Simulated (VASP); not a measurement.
# Si (P6_3/mmc) in VASP: settings compared

Si is run at these levels: PBEsol, PBE; tasks: single point.

Everything below comes from runs of VASP 6.6.1. Logs are shortened: lines on timing, memory, paths and dates and some standing lists are left out, and cuts for length are marked.

**1. The cell of the first run**

The structure is hexagonal, space group P6_3/mmc (No. 194). The conventional cell has a = 3.825 Å, b = 3.825 Å, c = 6.324 Å, α = 90.00°, β = 90.00°, γ = 120.00°. Si (site symmetry 3m) has 4 Si at 2.35 to 2.37 Å within 3.1 Å.

**2. Single point, PBEsol**

INCAR reads:

```
SYSTEM = Si
PREC = Accurate ; ENCUT = 520
EDIFF = 1E-7 ; ISMEAR = -1
SIGMA = 0.02 ; LREAL = .FALSE.
LASPH = .TRUE. ; NELM = 60
ALGO = Normal ; ISIF = 2
LWAVE = .FALSE. ; LCHARG = .FALSE.
GGA = PS ; NBANDS = 16
```

KPOINTS reads:

```
regular mesh
0
G
  12 12 4
  0 0 0
```

POSCAR reads:

```
Si
1.0
    3.8248318097      0.0000000000      0.0000000000
   -1.9124159048      3.3124015124      0.0000000000
    0.0000000000      0.0000000000      6.3238027961
Si
4
Direct
    0.3333333333      0.6666666667      0.0629966107
    0.6666666667      0.3333333333      0.5629966107
    0.3333333333      0.6666666667      0.4370033893
    0.6666666667      0.3333333333      0.9370033893
```

Potentials or basis: VASP PAW PBE potentials, release 64 (Si).

Started as:

```console
$ cat potpaw_PBE.64/Si/POTCAR > POTCAR
$ mpirun -np 1 vasp_std > vasp.out
```

OUTCAR:

```text
SYSTEM = Si
   PREC = Accurate
   ENCUT = 520
   EDIFF = 1E-7
   ISMEAR = -1
   LREAL = .FALSE.
   LASPH = .TRUE.
   NELM = 60
   ISIF = 2
   GGA = PS

 ion  position               nearest neighbor table
   1  0.333  0.667  0.063-   4 2.35   4 2.35   4 2.35   3 2.37
   2  0.667  0.333  0.563-   3 2.35   3 2.35   3 2.35   4 2.37
   3  0.333  0.667  0.437-   2 2.35   2 2.35   2 2.35   1 2.37
   4  0.667  0.333  0.937-   1 2.35   1 2.35   1 2.35   2 2.37

  LATTYP: Found a hexagonal cell.
 ALAT       =     3.8248318097
 C/A-ratio  =     1.6533544769

  Lattice vectors:

 A1 = (   3.8248318097,   0.0000000000,   0.0000000000)
 A2 = (  -1.9124159048,   3.3124015124,   0.0000000000)
 A3 = (   0.0000000000,   0.0000000000,   6.3238027961)

Analysis of symmetry for initial positions (statically):
=====================================================================
 Subroutine PRICEL returns:
 Original cell was already a primitive cell.

 Routine SETGRP: Setting up the symmetry group for a
 hexagonal supercell.

 Subroutine GETGRP returns: Found 24 space group operations
 (whereof 12 operations were pure point group operations)
 out of a pool of 24 trial point group operations.

The static configuration has the point symmetry D_3d.
 The point group associated with its full space group is D_6h.

Analysis of symmetry for dynamics (positions and initial velocities):
=====================================================================
 Subroutine PRICEL returns:
 Original cell was already a primitive cell.

 Routine SETGRP: Setting up the symmetry group for a
 hexagonal supercell.

 Subroutine GETGRP returns: Found 24 space group operations
 (whereof 12 operations were pure point group operations)
 out of a pool of 24 trial point group operations.

The dynamic configuration has the point symmetry D_3d.
 The point group associated with its full space group is D_6h.

 Subroutine INISYM returns: Found 24 space group operations
 (whereof 12 operations are pure point group operations),
 and found     1 'primitive' translations

----------------------------------------------------------------------------------------

                                     Primitive cell

  volume of cell :      80.1187

  direct lattice vectors                    reciprocal lattice vectors
     3.824831810  0.000000000  0.000000000     0.261449405  0.150947884  0.000000000
[... 86 lines left out ...]
   LSORBIT =      F    spin-orbit coupling
   LASPH  =      T    aspherical Exc in radial PAW
   ENCUT  =  520.0 eV  38.22 Ry    6.18 a.u.   7.11  7.11 11.76*2*pi/ulx,y,z
   NELM   =     60;   NELMIN=  2; NELMDL= -5     # of ELM steps
   EDIFF  = 0.1E-06   stopping-criterion for ELM
   LREAL  =      F    real-space projection
   EDIFFG = 0.1E-05   stopping-criterion for IOM
   NSW    =      0    number of steps for IOM
   IBRION =     -1    ionic relax: 0-MD 1-quasi-New 2-CG
   NFREE  =      0    steps in history (QN), initial steepest desc. (CG)
   ISIF   =      2    stress and relaxation
   ISYM   =      2    0-nonsym 1-usesym 2-fastsym
   POTIM  = 0.5000    time-step for ionic-motion
   TEBEG  =    0.0;   TEEND  =   0.0 temperature during run
   PSTRESS=    0.0 pullay stress
   NELECT =      16.0000    total number of electrons
   NUPDOWN=      -1.0000    fix difference up-down
   EMIN   =  10.00;   EMAX   =-10.00  energy-range for DOS
   EFERMI =   0.00;   METHOD = LEGACY
   ISMEAR =    -1;   SIGMA  =   0.02  broadening in eV -4-tet -1-fermi 0-gaus
   EFERMI_NEDOS =   21; number of points for ismear=-14 and -15
   IALGO  =     38    algorithm
   IMIX   =      4    mixing-type and parameters
     AMIX     =   0.40;   BMIX     =  1.00
     AMIX_MAG =   1.60;   BMIX_MAG =  1.00
  volume/ion in A,a.u.               =      20.03       135.17
  Fermi-wavevector in a.u.,A,eV,Ry     =   0.956908  1.808294 12.458492  0.915673
  Thomas-Fermi vector in A             =   2.085879
   LORBIT       =      0    0 simple, 1 ext, 2 COOP (PROOUT), +10 PAW based schemes
   GGA     = PS    functional components
   LHFCALC =     F    Hartree Fock is set to
   AEXX    =    0.0000 exact exchange contribution
   IVDW    =     0    specifies the selected vdW correction
   LEPSILON=     F    determine dielectric tensor
   LRPA    =     F    only Hartree local field effects (RPA)
 non-spin polarized calculation
  energy-cutoff  :      520.00
  volume of cell :       80.12
 maximum number of plane-waves:      2187
   NGX = 15   NGY = 15   NGZ = 23

 number of electron      15.9999999 magnetization

 Free energy of the ion-electron system (eV)
  ---------------------------------------------------
  ext. energy  EPLUGINS =         0.00000000
  ---------------------------------------------------
  free energy    TOTEN  =       -22.94999469 eV

  energy without entropy =      -22.94999260  energy(sigma->0) =      -22.94999364

 E-fermi :   6.1855     XC(G=0):  -9.5471

 val. band max:        6.0453942624   @ k =   0.0000   0.0000   0.0000
 cond. band min:       6.3342659219   @ k =   0.5000   0.0000   0.0000
 fundamental gap:      0.2888716596
 Fermi energy:         6.1855421036

 k-point     1 :       0.0000    0.0000    0.0000
  band No.  band energies     occupation
      1      -6.2169      2.00000
      2      -3.9060      2.00000
      3      -1.2450      2.00000
      4       4.5101      2.00000
      5       4.5101      2.00000
      6       5.6858      2.00000
[... 433 lines left out ...]
      3      -0.7335      2.00000
      4       1.0283      2.00000
      5       1.6849      2.00000
      6       3.3942      2.00000
[... 8 lines left out ...]
     15      12.9889      0.00000
     16      13.3049      0.00000

 [... further k-points ...]
[... 5 lines left out ...]
  --------------------------------------------------------------------------------------
  -------------------------------------------------------------------------------------
  Total        0.0586450      0.0586450      0.0500453      0.0000000      0.0000000      0.0000000
  in kB        1.1727571      1.1727571      1.0007833      0.0000000      0.0000000      0.0000000
  external PRESSURE =       1.1154325 kB  Pullay stress =       0.0000000 kB

 VOLUME and BASIS-vectors are now :
 -----------------------------------------------------------------------------
  energy-cutoff  :      520.00
  volume of cell :       80.12
      direct lattice vectors                 reciprocal lattice vectors
     3.824831810  0.000000000  0.000000000     0.261449405  0.150947884  0.000000000
    -1.912415905  3.312401512  0.000000000     0.000000000  0.301895768  0.000000000
     0.000000000  0.000000000  6.323802796     0.000000000  0.000000000  0.158132698

 POSITION                                       TOTAL-FORCE (eV/Angst)
 -----------------------------------------------------------------------------------
     -0.00000      2.20827      0.39838        -0.000000      0.000000      0.000101
      1.91242      1.10413      3.56028         0.000000     -0.000000      0.000101
     -0.00000      2.20827      2.76352        -0.000000      0.000000     -0.000101
      1.91242      1.10413      5.92542         0.000000     -0.000000     -0.000101
 -----------------------------------------------------------------------------------
    total drift:                               -0.000000      0.000000     -0.000000

  FREE ENERGIE OF THE ION-ELECTRON SYSTEM (eV)
  ---------------------------------------------------
  free  energy   TOTEN  =       -22.9499946851 eV

  energy  without entropy=      -22.9499926022  energy(sigma->0) =      -22.94999364
```

OSZICAR:

```text
N       E                     dE             d eps       ncg     rms          rms(c)
DAV:   1     0.250565373651E+02    0.25057E+02   -0.59325E+03  1824   0.817E+02
DAV:   2    -0.215002117006E+02   -0.46557E+02   -0.41960E+02  2472   0.122E+02
DAV:   3    -0.233775577333E+02   -0.18773E+01   -0.18638E+01  2424   0.229E+01
DAV:   4    -0.233988146102E+02   -0.21257E-01   -0.21242E-01  2304   0.310E+00
DAV:   5    -0.233991870439E+02   -0.37243E-03   -0.37235E-03  2456   0.388E-01    0.702E+00
DAV:   6    -0.230895312756E+02    0.30966E+00   -0.11420E-01  2144   0.159E+00    0.420E+00
DAV:   7    -0.229486231676E+02    0.14091E+00   -0.22324E-01  2184   0.228E+00    0.245E-01
DAV:   8    -0.229497799646E+02   -0.11568E-02   -0.16860E-02  2288   0.665E-01    0.105E-01
DAV:   9    -0.229499281455E+02   -0.14818E-03   -0.45304E-04  2464   0.122E-01    0.797E-02
DAV:  10    -0.229499951079E+02   -0.66962E-04   -0.10095E-04  2216   0.496E-02    0.231E-02
DAV:  11    -0.229499940506E+02    0.10574E-05   -0.23191E-06  2424   0.851E-03    0.785E-03
DAV:  12    -0.229499947242E+02   -0.67360E-06   -0.67967E-07  2152   0.440E-03    0.317E-03
DAV:  13    -0.229499946851E+02    0.39093E-07   -0.14690E-07  2128   0.198E-03
   1 F= -.22949995E+02 E0= -.22949994E+02  d E =-.208282E-05
```

stdout:

```text
POSCAR found type information on POSCAR Si
 POSCAR found :  1 types and       4 ions
 scaLAPACK will be used
 -----------------------------------------------------------------------------
|                                                                             |
|                                                                             |
|     You enforced a specific xc type in the INCAR file but a different       |
|     I HOPE YOU KNOW WHAT YOU ARE DOING!                                     |
|                                                                             |
 -----------------------------------------------------------------------------

 LDA part: xc-table for (Slater+PW92), standard interpolation
 POSCAR, INCAR and KPOINTS ok, starting setup
 FFT: planning ... GRIDC
 FFT: planning ... GRID_SOFT
 FFT: planning ... GRID
 WAVECAR not read
 entering main loop
```

It took 66 s on 1 thread of Intel Xeon Platinum 8259CL at 2.50GHz (Skylake/Cascade Lake), shared host; peak memory 0.2 GiB.

What came out:

```
Free energy            : -22.9500 eV
Pressure               : 0.1 GPa
Band gap on the k mesh : 0.29 eV, indirect (least direct gap 0.97 eV)
```

Caveat: the PAW data sets were made with another functional, which shifts forces and pressure a little.

**3. Single point, PBE**

This run uses another cell than the first one, of 20.44 Å³/atom, 1.020 times its volume.

INCAR reads:

```
SYSTEM = Si
PREC     = Accurate       ! precision mode
ENCUT    = 520            ! plane-wave cutoff, eV
EDIFF    = 1E-7           ! SCF threshold, eV
ISMEAR   = -1             ! smearing method
SIGMA    = 0.02           ! smearing width, eV
LREAL    = .FALSE.        ! projectors in reciprocal space
LASPH    = .TRUE.         ! aspherical terms in the spheres
NELM     = 100            ! most SCF steps
ALGO     = Normal         ! electronic algorithm
ISIF     = 2              ! what is computed and relaxed
LWAVE    = .FALSE.        ! write WAVECAR
LCHARG   = .FALSE.        ! write CHGCAR
GGA      = PE             ! functional
NBANDS   = 16             ! bands
```

KPOINTS reads:

```
Automatic mesh
0
G
  12 12 4
  0 0 0
```

POSCAR reads:

```
Si
1.0
    3.8512716602      0.0000000000      0.0000000000
   -1.9256358301      3.3352990946      0.0000000000
    0.0000000000      0.0000000000      6.3647391826
Si
4
Direct
    0.3333333333      0.6666666667      0.0629339179
    0.6666666667      0.3333333333      0.5629339179
    0.3333333333      0.6666666667      0.4370660821
    0.6666666667      0.3333333333      0.9370660821
```

Potentials or basis: VASP PAW PBE potentials, release 64 (Si).

Started as:

```console
$ cat potpaw_PBE.64/Si/POTCAR > POTCAR
$ mpirun -np 1 vasp_std > vasp.out
```

It took 95 s on 1 thread of Intel Xeon Platinum 8259CL at 2.50GHz (Skylake/Cascade Lake), shared host; peak memory 0.21 GiB.

Results (log left out):

```
Free energy            : -21.6564 eV
Pressure               : -0.1 GPa
Band gap on the k mesh : 0.45 eV, indirect (least direct gap 0.99 eV)
```

Levels at points of the mesh, in eV from the valence-band top:
```tsv
k point	band 6	band 7	band 8	band 9	band 10	band 11
(0.00, 0.00, 0.00)	-0.34	0.00	0.00	0.99	2.02	2.02
(0.50, 0.00, 0.00)	-3.00	-2.92	-1.42	0.45	2.33	3.02
(0.00, 0.00, 0.50)	-0.91	-0.91	-0.91	1.77	1.77	2.99
(0.50, 0.00, 0.50)	-2.41	-2.38	-2.38	0.92	0.92	1.70
```

A k mesh can miss the band edges. A hybrid or GW would open this gap; PBE tends to underestimate it.
